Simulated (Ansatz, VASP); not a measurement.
# CsSb6: VASP beside Ansatz

```
Cs Sb
1.0
     7.38685    0.00000    0.00000
     0.00000    7.38685    0.00000
     0.00000    0.00000    7.38685
Cs Sb
1 6
Direct
  0.00000 0.00000 0.00000
  0.19977 0.50000 0.50000
  0.50000 0.50000 0.80023
  0.50000 0.50000 0.19977
  0.50000 0.19977 0.50000
  0.50000 0.80023 0.50000
  0.80023 0.50000 0.50000
```

Change from the starting cell: species swapped into the GdB6 type (Pm-3m, No. 221).

Alike in both runs: functional PBE; k mesh 4 × 4 × 4; occupations gaussian, width 0.1 eV; no spin polarisation.

Ansatz relaxed the structure, and its values are those at the end. VASP's run is a single point on that final structure, the one shown.

```csv
,VASP,Ansatz
version,VASP 6.6.1,Ansatz 0.2.0
potentials or method,"VASP PAW PBE potentials, release 64 (Cs_sv, Sb), cutoff 520 eV","scalar-relativistic, plane waves, PAW"
valence electrons in the cell,39,99
```

Ansatz gave:

| Item | Value |
| --- | --- |
| gap on the k mesh at the Fermi level (eV) | none |
| pressure (GPa) | -0.1 |
| rms of the force components (eV/Å) | 0.007 |

Problem. Which values does VASP return?

Solution. gap on the k mesh at the Fermi level (eV): none; pressure (GPa): -0.1; rms of the force components (eV/Å): 0.001.

A gap of «none» marks a metal or a gap that the smearing closes. With one functional, cell and mesh, what is left measures potentials, basis and numerics. VASP's potentials hold 39 valence electrons a cell and Ansatz's 99, so a difference there can come from the potentials and not from the codes.

Neither program's run includes spin-orbit coupling.
